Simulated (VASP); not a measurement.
# Ca4Br (R-3m) in VASP: single point with PBE

Aim: the single point of Ca4Br with PBE.

All numbers are computed with VASP 6.6.1; they aren't measurements. Logs are shortened: lines on timing, memory, paths and dates and some standing lists are left out, and cuts for length are marked.

## 1. The cell of the first run

Symmetry: R-3m, No. 166, trigonal system. The conventional cell has a = 5.510 Å, b = 5.510 Å, c = 14.339 Å, α = 90.00°, β = 90.00°, γ = 120.00°. Ca (site symmetry 2/m) has 6 Ca at 2.76 Å and 2 Br at 2.87 Å within 3.6 Å. Within 3.6 Å of Ca (site symmetry -3m) lie 6 Ca at 2.76 Å. Within 3.8 Å of Br (site symmetry -3m) lie 6 Ca at 2.87 Å.

The cell was built from a structure type or drawn by symmetry, and may not be a known phase.

## 2. Single point, PBE

The input, INCAR:

```
ALGO = Normal
EDIFF = 1E-7
ENCUT = 520
GGA = PE
ISIF = 2
ISMEAR = 0
LASPH = True
LCHARG = True
LELF = True
LREAL = False
LVHAR = True
LWAVE = False
NBANDS = 32
NELM = 100
PREC = Accurate
SIGMA = 0.1
```

The input, KPOINTS:

```
k-points
0
Gamma
  6 6 6
```

The input, POSCAR:

```
Ca4Br
1.0
    2.7552436000      1.5907406300      4.7797263900
   -2.7552436000      1.5907406300      4.7797263900
    0.0000000000     -3.1814812600      4.7797263900
Ca Br
4 1
Direct
    0.5000000000      0.5000000000      0.0000000000
    0.0000000000      0.5000000000      0.5000000000
    0.5000000000      0.0000000000      0.5000000000
    0.0000000000      0.0000000000      0.0000000000
    0.5000000000      0.5000000000      0.5000000000
```

Potentials or basis: VASP PAW PBE potentials, release 64 (Ca_sv, Br).

Run with:

```bash
$ cat potpaw_PBE.64/Ca_sv/POTCAR potpaw_PBE.64/Br/POTCAR > POTCAR
$ mpirun -np 1 vasp_std > vasp.out
```

OUTCAR:

```text
EDIFF = 1E-7
   ENCUT = 520
   GGA = PE
   ISIF = 2
   ISMEAR = 0
   LASPH = True
   LREAL = False
   NELM = 100
   PREC = Accurate

 ion  position               nearest neighbor table
   1  0.500  0.500  0.000-   2 2.76   3 2.76   3 2.76   2 2.76   4 2.76   4 2.76   5 2.87   5 2.87

   2  0.000  0.500  0.500-   1 2.76   4 2.76   4 2.76   1 2.76   3 2.76   3 2.76   5 2.87   5 2.87

   3  0.500  0.000  0.500-   1 2.76   4 2.76   1 2.76   4 2.76   2 2.76   2 2.76   5 2.87   5 2.87

   4  0.000  0.000  0.000-   2 2.76   3 2.76   2 2.76   3 2.76   1 2.76   1 2.76
   5  0.500  0.500  0.500-   1 2.87   1 2.87   3 2.87   2 2.87   3 2.87   2 2.87

  LATTYP: Found a trigonal (rhomboedric) cell.
 ALAT       =     5.7417425413
 COS(alpha) =     0.5394650755

  Lattice vectors:

 A1 = (   2.7552436000,   1.5907406300,   4.7797263900)
 A2 = (  -2.7552436000,   1.5907406300,   4.7797263900)
 A3 = (   0.0000000000,  -3.1814812600,   4.7797263900)

Analysis of symmetry for initial positions (statically):
=====================================================================
 Subroutine PRICEL returns:
 Original cell was already a primitive cell.

 Routine SETGRP: Setting up the symmetry group for a
 trigonal (rhombohedral) supercell.

 Subroutine GETGRP returns: Found 12 space group operations
 (whereof 12 operations were pure point group operations)
 out of a pool of 12 trial point group operations.

The static configuration has the point symmetry D_3d.

Analysis of symmetry for dynamics (positions and initial velocities):
=====================================================================
 Subroutine PRICEL returns:
 Original cell was already a primitive cell.

 Routine SETGRP: Setting up the symmetry group for a
 trigonal (rhombohedral) supercell.

 Subroutine GETGRP returns: Found 12 space group operations
 (whereof 12 operations were pure point group operations)
 out of a pool of 12 trial point group operations.

The dynamic configuration has the point symmetry D_3d.

 Subroutine INISYM returns: Found 12 space group operations
 (whereof 12 operations are pure point group operations),
 and found     1 'primitive' translations

----------------------------------------------------------------------------------------

                                     Primitive cell

  volume of cell :     125.6937

  direct lattice vectors                    reciprocal lattice vectors
     2.755243600  1.590740630  4.779726390     0.181472157  0.104772999  0.069738999
    -2.755243600  1.590740630  4.779726390    -0.181472157  0.104772999  0.069738999
     0.000000000 -3.181481260  4.779726390     0.000000000 -0.209545998  0.069738999

  length of vectors
     5.741742541  5.741742541  5.741742538     0.220846221  0.220846221  0.220846221

  position of ions in fractional coordinates (direct lattice)
     0.500000000  0.500000000  0.000000000
     0.000000000  0.500000000  0.500000000
     0.500000000  0.000000000  0.500000000
     0.000000000  0.000000000  0.000000000
     0.500000000  0.500000000  0.500000000

  ion indices of the primitive-cell ions
   primitive index   ion index
                 1           1
                 2           2
                 3           3
                 4           4
                 5           5

----------------------------------------------------------------------------------------

 KPOINTS: k-points

Automatic generation of k-mesh.
 Grid dimensions read from file:
 generate k-points for:    6    6    6

 Generating k-lattice:

  Cartesian coordinates                     Fractional coordinates (reciprocal lattice)
     0.030245360  0.017462167  0.011623166     0.166666667  0.000000000  0.000000000
    -0.030245360  0.017462167  0.011623166     0.000000000  0.166666667  0.000000000
     0.000000000 -0.034924333  0.011623166     0.000000000  0.000000000  0.166666667

  Length of vectors
     0.036807703  0.036807703  0.036807704

  Shift w.r.t. Gamma in fractional coordinates (k-lattice)
     0.000000000  0.000000000  0.000000000

 Subroutine IBZKPT returns following result:
 ===========================================

 Found     32 irreducible k-points:

 Following reciprocal coordinates:
            Coordinates               Weight
  0.000000  0.000000  0.000000      1.000000
  0.166667  0.000000  0.000000      6.000000
  0.333333  0.000000 -0.000000      6.000000
  0.500000  0.000000 -0.000000      3.000000
  0.166667  0.166667  0.000000      6.000000
  0.333333  0.166667  0.000000     12.000000
[... 16 lines left out ...]
  0.500000  0.500000  0.166667      6.000000
 -0.333333  0.500000  0.166667     12.000000
 [... further k-points ...]
   k-points           NKPTS =     32   k-points in BZ     NKDIM =     32   number of bands    NBANDS=     32
   number of dos      NEDOS =    301   number of ions     NIONS =      5
   total plane-waves  NPLWV = 110592
   dimension x,y,z NGX =    48 NGY =   48 NGZ =   48
   dimension x,y,z NGXF=    96 NGYF=   96 NGZF=   96
   ions per type =               4   1
   NGX,Y,Z   is equivalent  to a cutoff of  13.90, 13.90, 13.90 a.u.
   NGXF,Y,Z  is equivalent  to a cutoff of  27.80, 27.80, 27.80 a.u.
 SYSTEM =  unknown system
   PREC   = accura    normal or accurate (medium, high low for compatibility)
   ISTART =      0    job   : 0-new  1-cont  2-samecut
   ICHARG =      2    charge: 1-file 2-atom 10-const
   ISPIN  =      1    spin polarized calculation?
   LNONCOLLINEAR =      F non collinear calculations
   LSORBIT =      F    spin-orbit coupling
   LASPH  =      T    aspherical Exc in radial PAW
   ENCUT  =  520.0 eV  38.22 Ry    6.18 a.u.  10.68 10.68 10.68*2*pi/ulx,y,z
   NELM   =    100;   NELMIN=  2; NELMDL= -5     # of ELM steps
   EDIFF  = 0.1E-06   stopping-criterion for ELM
   LREAL  =      F    real-space projection
   EDIFFG = 0.1E-05   stopping-criterion for IOM
   NSW    =      0    number of steps for IOM
   IBRION =     -1    ionic relax: 0-MD 1-quasi-New 2-CG
   NFREE  =      0    steps in history (QN), initial steepest desc. (CG)
   ISIF   =      2    stress and relaxation
   ISYM   =      2    0-nonsym 1-usesym 2-fastsym
   POTIM  = 0.5000    time-step for ionic-motion
   TEBEG  =    0.0;   TEEND  =   0.0 temperature during run
   PSTRESS=    0.0 pullay stress
   NELECT =      47.0000    total number of electrons
   NUPDOWN=      -1.0000    fix difference up-down
   EMIN   =  10.00;   EMAX   =-10.00  energy-range for DOS
   EFERMI =   0.00;   METHOD = LEGACY
   ISMEAR =     0;   SIGMA  =   0.10  broadening in eV -4-tet -1-fermi 0-gaus
   EFERMI_NEDOS =   21; number of points for ismear=-14 and -15
   IALGO  =     38    algorithm
   IMIX   =      4    mixing-type and parameters
     AMIX     =   0.40;   BMIX     =  1.00
     AMIX_MAG =   1.60;   BMIX_MAG =  1.00
  volume/ion in A,a.u.               =      25.14       169.64
  Fermi-wavevector in a.u.,A,eV,Ry     =   1.179423  2.228786 18.926227  1.391038
  Thomas-Fermi vector in A             =   2.315734
   LORBIT       =      0    0 simple, 1 ext, 2 COOP (PROOUT), +10 PAW based schemes
   GGA     = PE    functional components
   LHFCALC =     F    Hartree Fock is set to
   AEXX    =    0.0000 exact exchange contribution
   IVDW    =     0    specifies the selected vdW correction
   LEPSILON=     F    determine dielectric tensor
   LRPA    =     F    only Hartree local field effects (RPA)
 non-spin polarized calculation
 Gauss-broadening in eV      SIGMA  =   0.10
  energy-cutoff  :      520.00
  volume of cell :      125.69
 maximum number of plane-waves:      3412
 NGX is ok and might be reduce to    48
   NGX = 21   NGY = 21   NGZ = 21

 number of electron      46.9999999 magnetization

 Free energy of the ion-electron system (eV)
  ---------------------------------------------------
  ext. energy  EPLUGINS =         0.00000000
  ---------------------------------------------------
  free energy    TOTEN  =        -1.54368718 eV

  energy without entropy =       -1.50908331  energy(sigma->0) =       -1.52638525

 E-fermi :   4.5780     XC(G=0):  -9.2035

 val. band max:        4.5677252814   @ k =   0.3333   0.3333  -0.0000
 cond. band min:       4.5809381338   @ k =  -0.1667   0.5000   0.1667
 fundamental gap:      0.0132128523
 Fermi energy:         4.5780312195

 k-point     1 :       0.0000    0.0000    0.0000
  band No.  band energies     occupation
      1     -36.8477      2.00000
      2     -36.3775      2.00000
      3     -36.2143      2.00000
      4     -36.2143      2.00000
      5     -18.9672      2.00000
      6     -18.9672      2.00000
[... 24 lines left out ...]
     31       7.8540      0.00000
     32       7.8540      0.00000

 k-point     2 :       0.1667    0.0000    0.0000
  band No.  band energies     occupation
      1     -36.8160      2.00000
      2     -36.3897      2.00000
      3     -36.2385      2.00000
      4     -36.2148      2.00000
      5     -18.8887      2.00000
      6     -18.8637      2.00000
[... 24 lines left out ...]
     31       7.5336      0.00000
     32       8.0884      0.00000

 k-point     3 :       0.3333    0.0000   -0.0000
  band No.  band energies     occupation
      1     -36.7334      2.00000
      2     -36.4404      2.00000
      3     -36.2798      2.00000
      4     -36.2156      2.00000
      5     -18.6967      2.00000
      6     -18.6460      2.00000
[... 24 lines left out ...]
     31       7.2427      0.00000
     32       7.2745      0.00000

 k-point     4 :       0.5000    0.0000   -0.0000
  band No.  band energies     occupation
      1     -36.6656      2.00000
      2     -36.4980      2.00000
      3     -36.2945      2.00000
      4     -36.2160      2.00000
      5     -18.5682      2.00000
      6     -18.4904      2.00000
[... 654 lines left out ...]
     31       6.8134      0.00000
     32       7.1907      0.00000

 k-point    23 :       0.5000    0.5000    0.1667
  band No.  band energies     occupation
      1     -36.7330      2.00000
      2     -36.4401      2.00000
      3     -36.2799      2.00000
      4     -36.2158      2.00000
      5     -18.6972      2.00000
      6     -18.6645      2.00000
[... 24 lines left out ...]
     31       7.1796      0.00000
     32       7.5384      0.00000

 k-point    24 :      -0.3333    0.5000    0.1667
  band No.  band energies     occupation
      1     -36.6740      2.00000
      2     -36.4645      2.00000
      3     -36.3412      2.00000
      4     -36.1944      2.00000
      5     -18.5654      2.00000
      6     -18.4083      2.00000
[... 24 lines left out ...]
     31       6.7248      0.00000
     32       6.8749      0.00000

 [... further k-points ...]

------------------------ aborting loop because EDIFF is reached ----------------------------------------

  FORCE on cell =-STRESS in cart. coord.  units (eV):
  Direction    XX          YY          ZZ          XY          YZ          ZX
  --------------------------------------------------------------------------------------
  -------------------------------------------------------------------------------------
  Total       26.0405604     26.0405603     -0.6236382      0.0000000      0.0000000     -0.0000000
  in kB      331.9305655    331.9305638     -7.9493137      0.0000000      0.0000000     -0.0000000
  external PRESSURE =     218.6372719 kB  Pullay stress =       0.0000000 kB

 VOLUME and BASIS-vectors are now :
 -----------------------------------------------------------------------------
  energy-cutoff  :      520.00
  volume of cell :      125.69
      direct lattice vectors                 reciprocal lattice vectors
     2.755243600  1.590740630  4.779726390     0.181472157  0.104772999  0.069738999
    -2.755243600  1.590740630  4.779726390    -0.181472157  0.104772999  0.069738999
     0.000000000 -3.181481260  4.779726390     0.000000000 -0.209545998  0.069738999

 POSITION                                       TOTAL-FORCE (eV/Angst)
 -----------------------------------------------------------------------------------
      0.00000      1.59074      4.77973         0.000000      0.000000      0.000000
     -1.37762     -0.79537      4.77973         0.000000      0.000000     -0.000000
      1.37762     -0.79537      4.77973        -0.000000     -0.000000     -0.000000
      0.00000      0.00000      0.00000         0.000000     -0.000000     -0.000000
      0.00000      0.00000      7.16959        -0.000000      0.000000      0.000000
 -----------------------------------------------------------------------------------
    total drift:                               -0.000000      0.000000     -0.000000

  FREE ENERGIE OF THE ION-ELECTRON SYSTEM (eV)
  ---------------------------------------------------
  free  energy   TOTEN  =        -1.5436871804 eV

  energy  without entropy=       -1.5090833104  energy(sigma->0) =       -1.52638525
```

Run time: 7.2 min. Hardware: 1 thread of Intel Xeon 8259CL, shared host; peak memory 0.38 GiB.

Results:

* Free energy: -1.5437 eV
* Pressure: 21.9 GPa
* Band gap on the k mesh: zero (an odd number of electrons rules out a gap without spin polarisation)

Stress tensor (GPa, compression positive):
```
33.19  0.00  0.00
 0.00 33.19  0.00
 0.00  0.00 -0.79
```

Levels at points of the mesh, in eV from the Fermi level:
```
           k point  band 21  band 22  band 23  band 24  band 25  band 26
(0.00, 0.00, 0.00)    -3.00    -1.22    -1.15    -1.15    -0.66    -0.66
(0.50, 0.00, 0.00)    -0.92    -0.70    -0.28     0.70     0.82     0.88
(0.50, 0.50, 0.00)    -0.86    -0.27     0.20     0.43     0.68     1.08
(0.50, 0.50, 0.50)    -1.95    -0.93    -0.91    -0.91    -0.49     0.42
```

Caveat: the cell stands under pressure; an odd number of electrons without spin polarisation forces a metal; a magnetic or distorted state may lie lower.
